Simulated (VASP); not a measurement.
Crystal: ZrH.

```xyz
4
Lattice="3.2428 0.0000 0.0000 0.0000 3.2428 0.0000 0.0000 0.0000 4.9480" Properties=species:S:1:pos:R:3 pbc="T T T"
Zr    0.0000    1.6214    0.0000
Zr    1.6214    0.0000    2.4740
H     0.0000    0.0000    3.7110
H     0.0000    0.0000    1.2370
```

* Program: VASP 6.6.1
* Task: relaxation of cell and atoms
* Functional: PBEsol
* Potentials or basis: VASP PAW PBE potentials, release 64 (Zr_sv, H)
* Cutoff: 600 eV
* k mesh: 14 × 14 × 8
* Occupations: gaussian, width 0.1 eV
* Spin: no spin polarisation

At the start: pressure -2.5 GPa; volume 13.01 Å³/atom.

Task: Where does the relaxation end?

Result: Over 6 steps the energy falls by 3.6 meV/atom and the volume is 12.71 Å³/atom (-2.3 %); space group P4_2/mmc (No. 131, to 0.1 Å) before and after.

Step by step:
```
step  energy change (eV)  largest force (eV/Å)  pressure (GPa)  volume (Å³)
   1              0.0000                0.0000           -2.52        52.03
   2             -0.0101                0.0000            0.99        50.51
   3             -0.0108                0.0000            0.26        50.81
   4             -0.0127                0.0000            0.19        50.82
   5             -0.0142                0.0000            0.05        50.83
   6             -0.0143                0.0000            0.04        50.83
```

Final structure:
```
Zr H
1.0
     3.19101    0.00000    0.00000
     0.00000    3.19101    0.00000
     0.00000    0.00000    4.99171
Zr H
2 2
Direct
  0.00000 0.50000 0.00000
  0.50000 0.00000 0.50000
  0.00000 0.00000 0.75000
  0.00000 0.00000 0.25000
```

Caveat: the PAW data sets were made with another functional, which shifts forces and pressure a little.
